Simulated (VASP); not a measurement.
# Zr (P-1) in VASP: single point with PBEsol

Aim: the single point of Zr with PBEsol.

Everything below comes from runs of VASP 6.6.1. Logs are shortened: lines on timing, memory, paths and dates and some standing lists are left out, and cuts for length are marked.

## (1) The cell of the first run

The typed cell holds 2 atoms: a = 3.309 Å, b = 3.230 Å, c = 5.524 Å, α = 88.59°, β = 89.38°, γ = 120.72°.

## (2) Single point, PBEsol

File INCAR:

```
PREC     = Accurate       # precision mode
ENCUT    = 500            # plane-wave cutoff, eV
EDIFF    = 1E-6           # SCF threshold, eV
ISMEAR   = 0              # smearing method
SIGMA    = 0.1            # smearing width, eV
LREAL    = F              # projectors in reciprocal space
LASPH    = T              # aspherical terms in the spheres
NELM     = 120            # most SCF steps
ALGO     = Normal         # electronic algorithm
ISIF     = 2              # what is computed and relaxed
LWAVE    = F              # write WAVECAR
LCHARG   = T              # write CHGCAR
GGA      = PS             # functional
LELF     = T              # ELF
LVHAR    = T            
NBANDS   = 19             # bands
GGA_COMPAT= F
```

File KPOINTS:

```
Automatic mesh
0
Gamma
  6 6 2
```

File POSCAR:

```
Zr
1.0
    3.3090688541      0.0023953494      0.0182204476
   -1.6524599936      2.7749640205      0.0415112505
    0.0290933717      0.0933338481      5.5232393913
Zr
2
Direct
    0.3333333333      0.6666666667      0.2500000000
    0.6666666667      0.3333333333      0.7500000000
```

Potentials or basis: VASP PAW PBE potentials, release 64 (Zr_sv).

On the command line:

```bash
cat potpaw_PBE.64/Zr_sv/POTCAR > POTCAR
mpirun -np 1 vasp_std > vasp.out
```

OUTCAR:

```text
PREC = Accurate
   ENCUT = 500
   EDIFF = 1E-6
   ISMEAR = 0
   LREAL = F
   LASPH = T
   NELM = 120
   ISIF = 2
   GGA = PS

 ion  position               nearest neighbor table
   1  0.333  0.667  0.250-   2 3.27   2 3.31   2 3.34   2 3.36   2 3.38   2 3.39
   2  0.667  0.333  0.750-   1 3.27   1 3.31   1 3.34   1 3.36   1 3.38   1 3.39

  LATTYP: Found a triclinic cell.
 ALAT       =     3.2299802677
 B/A-ratio  =     2.5992714755
 C/A-ratio  =     2.4672830353
 COS(alpha) =     0.0014471861
 COS(beta)  =     0.6155661441
 COS(gamma) =     0.7532134107

  Lattice vectors:

 A1 = (   1.6524599936,  -2.7749640205,  -0.0415112505)
 A2 = (   3.3340133589,  -5.4565941929,   5.4402168903)
 A3 = (  -0.0332422386,  -5.6456572385,  -5.6244823399)

Analysis of symmetry for initial positions (statically):
=====================================================================
 Subroutine PRICEL returns:
 Original cell was already a primitive cell.

 Routine SETGRP: Setting up the symmetry group for a
 triclinic supercell.

 Subroutine GETGRP returns: Found  2 space group operations
 (whereof  2 operations were pure point group operations)
 out of a pool of  2 trial point group operations.

The static configuration has the point symmetry S_2 .

Analysis of symmetry for dynamics (positions and initial velocities):
=====================================================================
 Subroutine PRICEL returns:
 Original cell was already a primitive cell.

 Routine SETGRP: Setting up the symmetry group for a
 triclinic supercell.

 Subroutine GETGRP returns: Found  2 space group operations
 (whereof  2 operations were pure point group operations)
 out of a pool of  2 trial point group operations.

The dynamic configuration has the point symmetry S_2 .

 Subroutine INISYM returns: Found  2 space group operations
 (whereof  2 operations are pure point group operations),
 and found     1 'primitive' translations

----------------------------------------------------------------------------------------

                                     Primitive cell

  volume of cell :      50.7222

  direct lattice vectors                    reciprocal lattice vectors
     3.309068854  0.002395349  0.018220448     0.302095052  0.179963516 -0.004632363
    -1.652459994  2.774964021  0.041511250    -0.000227307  0.360320740 -0.006087643
     0.029093372  0.093333848  5.523239391    -0.000994864 -0.003301754  0.181114205

  length of vectors
     3.309119884  3.229980268  5.524104543     0.351667096  0.360372234  0.181147030

  position of ions in fractional coordinates (direct lattice)
     0.333333333  0.666666667  0.250000000
     0.666666667  0.333333333  0.750000000

  ion indices of the primitive-cell ions
   primitive index   ion index
                 1           1
                 2           2

----------------------------------------------------------------------------------------

 KPOINTS: Automatic mesh

Automatic generation of k-mesh.
 Grid dimensions read from file:
 generate k-points for:    6    6    2

 Generating k-lattice:

  Cartesian coordinates                     Fractional coordinates (reciprocal lattice)
     0.050349175  0.029993919 -0.000772061     0.166666667 -0.000000000 -0.000000000
    -0.000037884  0.060053457 -0.001014607     0.000000000  0.166666667  0.000000000
    -0.000497432 -0.001650877  0.090557102     0.000000000 -0.000000000  0.500000000

  Length of vectors
     0.058611183  0.060062039  0.090573515

  Shift w.r.t. Gamma in fractional coordinates (k-lattice)
     0.000000000  0.000000000  0.000000000

 Subroutine IBZKPT returns following result:
 ===========================================

 Found     40 irreducible k-points:

 Following reciprocal coordinates:
            Coordinates               Weight
  0.000000  0.000000  0.000000      1.000000
  0.166667 -0.000000  0.000000      2.000000
  0.333333 -0.000000 -0.000000      2.000000
  0.500000 -0.000000 -0.000000      1.000000
 -0.000000  0.166667  0.000000      2.000000
  0.166667  0.166667 -0.000000      2.000000
[... 16 lines left out ...]
  0.333333 -0.000000  0.500000      2.000000
  0.500000 -0.000000  0.500000      1.000000
 [... further k-points ...]
   k-points           NKPTS =     40   k-points in BZ     NKDIM =     40   number of bands    NBANDS=     19
   number of dos      NEDOS =    301   number of ions     NIONS =      2
   total plane-waves  NPLWV =  23040
   dimension x,y,z NGX =    24 NGY =   24 NGZ =   40
   dimension x,y,z NGXF=    48 NGYF=   48 NGZF=   80
   ions per type =               2
   NGX,Y,Z   is equivalent  to a cutoff of  12.06, 12.35, 12.04 a.u.
   NGXF,Y,Z  is equivalent  to a cutoff of  24.11, 24.71, 24.08 a.u.
 SYSTEM =  unknown system
   PREC   = accura    normal or accurate (medium, high low for compatibility)
   ISTART =      0    job   : 0-new  1-cont  2-samecut
   ICHARG =      2    charge: 1-file 2-atom 10-const
   ISPIN  =      1    spin polarized calculation?
   LNONCOLLINEAR =      F non collinear calculations
   LSORBIT =      F    spin-orbit coupling
   LASPH  =      T    aspherical Exc in radial PAW
   ENCUT  =  500.0 eV  36.75 Ry    6.06 a.u.   6.03  5.89 10.07*2*pi/ulx,y,z
   NELM   =    120;   NELMIN=  2; NELMDL= -5     # of ELM steps
   EDIFF  = 0.1E-05   stopping-criterion for ELM
   LREAL  =      F    real-space projection
   EDIFFG = 0.1E-04   stopping-criterion for IOM
   NSW    =      0    number of steps for IOM
   IBRION =     -1    ionic relax: 0-MD 1-quasi-New 2-CG
   NFREE  =      0    steps in history (QN), initial steepest desc. (CG)
   ISIF   =      2    stress and relaxation
   ISYM   =      2    0-nonsym 1-usesym 2-fastsym
   POTIM  = 0.5000    time-step for ionic-motion
   TEBEG  =    0.0;   TEEND  =   0.0 temperature during run
   PSTRESS=    0.0 pullay stress
   NELECT =      24.0000    total number of electrons
   NUPDOWN=      -1.0000    fix difference up-down
   EMIN   =  10.00;   EMAX   =-10.00  energy-range for DOS
   EFERMI =   0.00;   METHOD = LEGACY
   ISMEAR =     0;   SIGMA  =   0.10  broadening in eV -4-tet -1-fermi 0-gaus
   EFERMI_NEDOS =   21; number of points for ismear=-14 and -15
   IALGO  =     38    algorithm
   IMIX   =      4    mixing-type and parameters
     AMIX     =   0.40;   BMIX     =  1.00
     AMIX_MAG =   1.60;   BMIX_MAG =  1.00
  volume/ion in A,a.u.               =      25.36       171.15
  Fermi-wavevector in a.u.,A,eV,Ry     =   1.275692  2.410709 22.142001  1.627391
  Thomas-Fermi vector in A             =   2.408390
   LORBIT       =      0    0 simple, 1 ext, 2 COOP (PROOUT), +10 PAW based schemes
   GGA     = PS    functional components
   LHFCALC =     F    Hartree Fock is set to
   AEXX    =    0.0000 exact exchange contribution
   IVDW    =     0    specifies the selected vdW correction
   LEPSILON=     F    determine dielectric tensor
   LRPA    =     F    only Hartree local field effects (RPA)
 non-spin polarized calculation
 Gauss-broadening in eV      SIGMA  =   0.10
  energy-cutoff  :      500.00
  volume of cell :       50.72
 maximum number of plane-waves:      1302
   NGX = 13   NGY = 11   NGZ = 21

 number of electron      24.0000000 magnetization

 Free energy of the ion-electron system (eV)
  ---------------------------------------------------
  ext. energy  EPLUGINS =         0.00000000
  ---------------------------------------------------
  free energy    TOTEN  =       -17.90415028 eV

  energy without entropy =      -17.89240483  energy(sigma->0) =      -17.89827756

 E-fermi :   7.9085     XC(G=0): -10.8120

 val. band max:        7.8998797131   @ k =   0.1667   0.1667   0.5000
 cond. band min:       7.9206554838   @ k =  -0.3333   0.1667   0.5000
 fundamental gap:      0.0207757707
 Fermi energy:         7.9084838303

 k-point     1 :       0.0000    0.0000    0.0000
  band No.  band energies     occupation
      1     -40.9349      2.00000
      2     -40.8501      2.00000
      3     -19.2968      2.00000
      4     -18.6391      2.00000
      5     -18.6247      2.00000
      6     -18.6058      2.00000
[... 11 lines left out ...]
     18      10.4102      0.00000
     19      11.9955      0.00000

 k-point     2 :       0.1667   -0.0000    0.0000
  band No.  band energies     occupation
      1     -40.9120      2.00000
      2     -40.8370      2.00000
      3     -19.2364      2.00000
      4     -18.7889      2.00000
      5     -18.7136      2.00000
      6     -18.6564      2.00000
[... 11 lines left out ...]
     18      10.1386      0.00000
     19      12.3308      0.00000

 k-point     3 :       0.3333   -0.0000   -0.0000
  band No.  band energies     occupation
      1     -40.8631      2.00000
      2     -40.8134      2.00000
      3     -19.1045      2.00000
      4     -19.0877      2.00000
      5     -19.0115      2.00000
      6     -18.7365      2.00000
[... 11 lines left out ...]
     18      11.6985      0.00000
     19      12.5273      0.00000

 k-point     4 :       0.5000   -0.0000   -0.0000
  band No.  band energies     occupation
      1     -40.8347      2.00000
      2     -40.8052      2.00000
      3     -19.2526      2.00000
      4     -19.1543      2.00000
      5     -18.9898      2.00000
      6     -18.7734      2.00000
[... 11 lines left out ...]
     18      12.9190      0.00000
     19      13.6050      0.00000

 k-point     5 :      -0.0000    0.1667    0.0000
  band No.  band energies     occupation
      1     -40.9091      2.00000
      2     -40.8347      2.00000
      3     -19.2315      2.00000
      4     -18.7753      2.00000
      5     -18.7012      2.00000
      6     -18.6921      2.00000
[... 11 lines left out ...]
     18       9.8383      0.00000
     19      12.2627      0.00000

 k-point     6 :       0.1667    0.1667   -0.0000
  band No.  band energies     occupation
      1     -40.8714      2.00000
      2     -40.8155      2.00000
      3     -19.1247      2.00000
      4     -18.9754      2.00000
      5     -18.9650      2.00000
      6     -18.7420      2.00000
[... 11 lines left out ...]
     18      11.4814      0.00000
     19      12.2125      0.00000

 k-point     7 :       0.3333    0.1667    0.0000
  band No.  band energies     occupation
      1     -40.8316      2.00000
      2     -40.8031      2.00000
      3     -19.1815      2.00000
      4     -19.1036      2.00000
      5     -18.9846      2.00000
      6     -18.8490      2.00000
[... 11 lines left out ...]
     18      12.2377      0.00000
     19      13.6460      0.00000

 k-point     8 :       0.5000    0.1667    0.0000
  band No.  band energies     occupation
      1     -40.8349      2.00000
      2     -40.8048      2.00000
      3     -19.1589      2.00000
      4     -19.0707      2.00000
      5     -18.9917      2.00000
      6     -18.8631      2.00000
[... 256 lines left out ...]
 k-point    20 :       0.5000    0.5000    0.0000
  band No.  band energies     occupation
      1     -40.8342      2.00000
      2     -40.8044      2.00000
      3     -19.2533      2.00000
      4     -19.1550      2.00000
      5     -18.9917      2.00000
      6     -18.7759      2.00000
[... 11 lines left out ...]
     18      12.9176      0.00000
     19      13.5592      0.00000

 k-point    21 :      -0.0000    0.0000    0.5000
  band No.  band energies     occupation
      1     -40.8930      2.00000
      2     -40.8924      2.00000
      3     -18.9712      2.00000
      4     -18.9666      2.00000
      5     -18.6089      2.00000
      6     -18.5924      2.00000
[... 11 lines left out ...]
     18      11.4883      0.00000
     19      11.6591      0.00000

 k-point    22 :       0.1667   -0.0000    0.5000
  band No.  band energies     occupation
      1     -40.8769      2.00000
      2     -40.8724      2.00000
      3     -18.9974      2.00000
      4     -18.9662      2.00000
      5     -18.7193      2.00000
      6     -18.7081      2.00000
[... 11 lines left out ...]
     18      11.4134      0.00000
     19      11.6158      0.00000

 k-point    23 :       0.3333   -0.0000    0.5000
  band No.  band energies     occupation
      1     -40.8422      2.00000
      2     -40.8344      2.00000
      3     -19.1562      2.00000
      4     -19.1414      2.00000
      5     -18.8206      2.00000
      6     -18.7831      2.00000
[... 11 lines left out ...]
     18      11.8968      0.00000
     19      11.9537      0.00000

 k-point    24 :       0.5000   -0.0000    0.5000
  band No.  band energies     occupation
      1     -40.8245      2.00000
      2     -40.8155      2.00000
      3     -19.2798      2.00000
      4     -19.2738      2.00000
      5     -18.8230      2.00000
      6     -18.7705      2.00000
[... 11 lines left out ...]
     18      12.6184      0.00000
     19      12.8257      0.00000

 [... further k-points ...]

------------------------ aborting loop because EDIFF is reached ----------------------------------------

  FORCE on cell =-STRESS in cart. coord.  units (eV):
  Direction    XX          YY          ZZ          XY          YZ          ZX
  --------------------------------------------------------------------------------------
  -------------------------------------------------------------------------------------
  Total       -3.3703165     -2.5029988     -3.5214293     -0.0127619     -0.2347655     -0.0437039
  in kB     -106.4592637    -79.0630218   -111.2325126     -0.4031139     -7.4156117     -1.3804906
  external PRESSURE =     -98.9182660 kB  Pullay stress =       0.0000000 kB

 VOLUME and BASIS-vectors are now :
 -----------------------------------------------------------------------------
  energy-cutoff  :      500.00
  volume of cell :       50.72
      direct lattice vectors                 reciprocal lattice vectors
     3.309068854  0.002395349  0.018220448     0.302095052  0.179963516 -0.004632363
    -1.652459994  2.774964021  0.041511250    -0.000227307  0.360320740 -0.006087643
     0.029093372  0.093333848  5.523239391    -0.000994864 -0.003301754  0.181114205

 POSITION                                       TOTAL-FORCE (eV/Angst)
 -----------------------------------------------------------------------------------
      0.00866      1.87411      1.41456         0.001932     -0.040522      0.019696
      1.67705      0.99659      4.16841        -0.001932      0.040522     -0.019696
 -----------------------------------------------------------------------------------
    total drift:                               -0.000000      0.000000     -0.000000

  FREE ENERGIE OF THE ION-ELECTRON SYSTEM (eV)
  ---------------------------------------------------
  free  energy   TOTEN  =       -17.9041502828 eV

  energy  without entropy=      -17.8924048322  energy(sigma->0) =      -17.89827756
```

Wall time 39 s (1 thread of Intel Xeon 8259CL, shared host); peak memory 0.17 GiB.

Results:

| Item | Value |
| --- | --- |
| Free energy | -17.9042 eV |
| Pressure | -9.9 GPa |
| Largest force | 0.045 eV/Å |
| Band gap on the k mesh | zero (band 12 reaches 8.43 eV, above the bottom of band 13 at 7.83 eV) |

Forces in eV/Å, atoms in the order of the input:
```
Zr   0.002 -0.041  0.020
Zr  -0.002  0.041 -0.020
```

Stress tensor (GPa, compression positive):
```
-10.65  -0.04  -0.14
 -0.04  -7.91  -0.74
 -0.14  -0.74 -11.12
```

Caveat: the k points lie up to 0.57 Å⁻¹ apart; the PAW data sets were made with another functional, which shifts forces and pressure a little.
